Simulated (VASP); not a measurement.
# Na in VASP: further runs

The runs below take Na through single point, with PBEsol.

Program: VASP 6.6.1. These are calculated values, not measurements. Logs are shortened: lines on timing, memory, paths and dates and some standing lists are left out, and cuts for length are marked.

### Step 1. The cell of the first run

Symmetry: I4/mmm, No. 139, tetragonal system. Conventional cell: a = 4.277 Å, b = 4.277 Å, c = 4.235 Å, α = 90.00°, β = 90.00°, γ = 90.00°. Na (site symmetry 4/mmm) has 14 Na at 3.69 to 4.28 Å within 4.8 Å.

### Step 2. Single point, PBEsol (equal xx and yy strain of +1 %)

INCAR reads:

```
SYSTEM = Na
PREC     = Accurate       ! precision mode
ENCUT    = 520            ! plane-wave cutoff, eV
EDIFF    = 1E-7           ! SCF threshold, eV
ISMEAR   = -1             ! smearing method
SIGMA    = 0.05           ! smearing width, eV
LREAL    = .False.        ! projectors in reciprocal space
LASPH    = .True.         ! aspherical terms in the spheres
NELM     = 80             ! most SCF steps
ALGO     = Normal         ! electronic algorithm
ISIF     = 2              ! what is computed and relaxed
LWAVE    = .False.        ! write WAVECAR
LCHARG   = .False.        ! write CHGCAR
GGA      = PS             ! functional
NBANDS   = 10             ! bands
```

KPOINTS reads:

```
regular mesh
0
Gamma
  12 12 12
  0 0 0
```

POSCAR reads:

```
Na
1.0
   -2.1386750000      2.1386750000      2.1175000000
    2.1386750000     -2.1386750000      2.1175000000
    2.1386750000      2.1386750000     -2.1175000000
Na
1
Direct
    0.0000000000      0.0000000000      0.0000000000
```

Potentials or basis: VASP PAW PBE potentials, release 64 (Na_pv).

Started as:

```sh
cat potpaw_PBE.64/Na_pv/POTCAR > POTCAR
mpirun -np 1 vasp_std > vasp.out
```

OUTCAR:

```text
SYSTEM = Na
   PREC = Accurate
   ENCUT = 520
   EDIFF = 1E-7
   ISMEAR = -1
   LREAL = .False.
   LASPH = .True.
   NELM = 80
   ISIF = 2
   GGA = PS

 ion  position               nearest neighbor table
   1  0.000  0.000  0.000-

  LATTYP: Found a body centered tetragonal cell.
 ALAT       =     4.2773500000
 C/A-ratio  =     0.9900990099

  Lattice vectors:

 A1 = (  -2.1386750000,   2.1386750000,   2.1175000000)
 A2 = (   2.1386750000,  -2.1386750000,   2.1175000000)
 A3 = (   2.1386750000,   2.1386750000,  -2.1175000000)

Analysis of symmetry for initial positions (statically):
=====================================================================
 Subroutine PRICEL returns:
 Original cell was already a primitive cell.

 Routine SETGRP: Setting up the symmetry group for a
 body centered tetragonal supercell.

 Subroutine GETGRP returns: Found 16 space group operations
 (whereof 16 operations were pure point group operations)
 out of a pool of 16 trial point group operations.

The static configuration has the point symmetry D_4h.

Analysis of symmetry for dynamics (positions and initial velocities):
=====================================================================
 Subroutine PRICEL returns:
 Original cell was already a primitive cell.

 Routine SETGRP: Setting up the symmetry group for a
 body centered tetragonal supercell.

 Subroutine GETGRP returns: Found 16 space group operations
 (whereof 16 operations were pure point group operations)
 out of a pool of 16 trial point group operations.

The dynamic configuration has the point symmetry D_4h.

 Subroutine INISYM returns: Found 16 space group operations
 (whereof 16 operations are pure point group operations),
 and found     1 'primitive' translations

----------------------------------------------------------------------------------------

                                     Primitive cell

  volume of cell :      38.7412

  direct lattice vectors                    reciprocal lattice vectors
    -2.138675000  2.138675000  2.117500000     0.000000000  0.233789613  0.236127509
     2.138675000 -2.138675000  2.117500000     0.233789613  0.000000000  0.236127509
     2.138675000  2.138675000 -2.117500000     0.233789613  0.233789613  0.000000000

  length of vectors
     3.692108850  3.692108850  3.692108850     0.332285696  0.332285696  0.330628441

  position of ions in fractional coordinates (direct lattice)
[... 75 lines left out ...]
   ENCUT  =  520.0 eV  38.22 Ry    6.18 a.u.   6.86  6.86  6.86*2*pi/ulx,y,z
   NELM   =     80;   NELMIN=  2; NELMDL= -5     # of ELM steps
   EDIFF  = 0.1E-06   stopping-criterion for ELM
   LREAL  =      F    real-space projection
   EDIFFG = 0.1E-05   stopping-criterion for IOM
   NSW    =      0    number of steps for IOM
   IBRION =     -1    ionic relax: 0-MD 1-quasi-New 2-CG
   NFREE  =      0    steps in history (QN), initial steepest desc. (CG)
   ISIF   =      2    stress and relaxation
   ISYM   =      2    0-nonsym 1-usesym 2-fastsym
   POTIM  = 0.5000    time-step for ionic-motion
   TEBEG  =    0.0;   TEEND  =   0.0 temperature during run
   PSTRESS=    0.0 pullay stress
   NELECT =       7.0000    total number of electrons
   NUPDOWN=      -1.0000    fix difference up-down
   EMIN   =  10.00;   EMAX   =-10.00  energy-range for DOS
   EFERMI =   0.00;   METHOD = LEGACY
   ISMEAR =    -1;   SIGMA  =   0.05  broadening in eV -4-tet -1-fermi 0-gaus
   EFERMI_NEDOS =   21; number of points for ismear=-14 and -15
   IALGO  =     38    algorithm
   IMIX   =      4    mixing-type and parameters
     AMIX     =   0.40;   BMIX     =  1.00
     AMIX_MAG =   1.60;   BMIX_MAG =  1.00
  volume/ion in A,a.u.               =      38.74       261.44
  Fermi-wavevector in a.u.,A,eV,Ry     =   0.925514  1.748969 11.654436  0.856577
  Thomas-Fermi vector in A             =   2.051377
   LORBIT       =      0    0 simple, 1 ext, 2 COOP (PROOUT), +10 PAW based schemes
   GGA     = PS    functional components
   LHFCALC =     F    Hartree Fock is set to
   AEXX    =    0.0000 exact exchange contribution
   IVDW    =     0    specifies the selected vdW correction
   LEPSILON=     F    determine dielectric tensor
   LRPA    =     F    only Hartree local field effects (RPA)
 non-spin polarized calculation
  energy-cutoff  :      520.00
  volume of cell :       38.74
 maximum number of plane-waves:      1056
   NGX = 13   NGY = 13   NGZ = 13

 number of electron       7.0000013 magnetization

 Free energy of the ion-electron system (eV)
  ---------------------------------------------------
  ext. energy  EPLUGINS =         0.00000000
  ---------------------------------------------------
  free energy    TOTEN  =        -1.39603047 eV

  energy without entropy =       -1.39064385  energy(sigma->0) =       -1.39333716

 E-fermi :   0.1487     XC(G=0):  -6.3861

 val. band max:        0.1467970971   @ k =  -0.2500  -0.3333   0.1667
 cond. band min:       0.2049805102   @ k =   0.5000   0.3333   0.0000
 fundamental gap:      0.0581834131
 Fermi energy:         0.1487037474

 k-point     1 :       0.0000    0.0000    0.0000
  band No.  band energies     occupation
      1     -24.6379      2.00000
      2     -24.6378      2.00000
      3     -24.6378      2.00000
      4      -3.0015      2.00000
      5      11.5354      0.00000
      6      11.6830      0.00000
      7      11.6830      0.00000
      8      12.5395      0.00000
      9      12.6849      0.00000
     10      13.0846      0.00000
[... 287 lines left out ...]
 k-point    24 :      -0.4167    0.1667    0.0000
  band No.  band energies     occupation
      1     -24.6612      2.00000
      2     -24.6470      2.00000
      3     -24.6401      2.00000
      4      -0.7956      2.00000
      5       4.5243      0.00000
      6       5.9107      0.00000
      7       8.6780      0.00000
      8      11.0048      0.00000
      9      12.6395      0.00000
     10      13.9434      0.00000

 [... further k-points ...]
[... 5 lines left out ...]
  --------------------------------------------------------------------------------------
  -------------------------------------------------------------------------------------
  Total       -0.1065892     -0.1065892     -0.1153009      0.0000000      0.0000000      0.0000000
  in kB       -4.4080944     -4.4080944     -4.7683726      0.0000000      0.0000000      0.0000000
  external PRESSURE =      -4.5281871 kB  Pullay stress =       0.0000000 kB

 VOLUME and BASIS-vectors are now :
 -----------------------------------------------------------------------------
  energy-cutoff  :      520.00
  volume of cell :       38.74
      direct lattice vectors                 reciprocal lattice vectors
    -2.138675000  2.138675000  2.117500000     0.000000000  0.233789613  0.236127509
     2.138675000 -2.138675000  2.117500000     0.233789613  0.000000000  0.236127509
     2.138675000  2.138675000 -2.117500000     0.233789613  0.233789613  0.000000000

 POSITION                                       TOTAL-FORCE (eV/Angst)
 -----------------------------------------------------------------------------------
      0.00000      0.00000      0.00000         0.000000     -0.000000      0.000000
 -----------------------------------------------------------------------------------
    total drift:                               -0.000000     -0.000000     -0.000000

  FREE ENERGIE OF THE ION-ELECTRON SYSTEM (eV)
  ---------------------------------------------------
  free  energy   TOTEN  =        -1.3960304749 eV

  energy  without entropy=       -1.3906438453  energy(sigma->0) =       -1.39333716
```

stdout:

```text
POSCAR found type information on POSCAR Na
 POSCAR found :  1 types and       1 ions
 scaLAPACK will be used
 -----------------------------------------------------------------------------
|                                                                             |
|                                                                             |
|     You enforced a specific xc type in the INCAR file but a different       |
|     I HOPE YOU KNOW WHAT YOU ARE DOING!                                     |
|                                                                             |
 -----------------------------------------------------------------------------

 LDA part: xc-table for (Slater+PW92), standard interpolation
 POSCAR, INCAR and KPOINTS ok, starting setup
 FFT: planning ... GRIDC
 FFT: planning ... GRID_SOFT
 FFT: planning ... GRID
 WAVECAR not read
 entering main loop
```

Run time: 20 s. Hardware: 1 thread of Intel Xeon Platinum 8488C (Sapphire Rapids), shared host; peak memory 0.18 GiB.

What came out:

```yaml
Free_energy: -1.3960 eV
Pressure: -0.5 GPa
```

Caveat: the cell differs from its parent crystal (equal xx and yy strain of +1 %); the PAW data sets were made with another functional, which shifts forces and pressure a little.

(Part 1 of 2 ends here.)
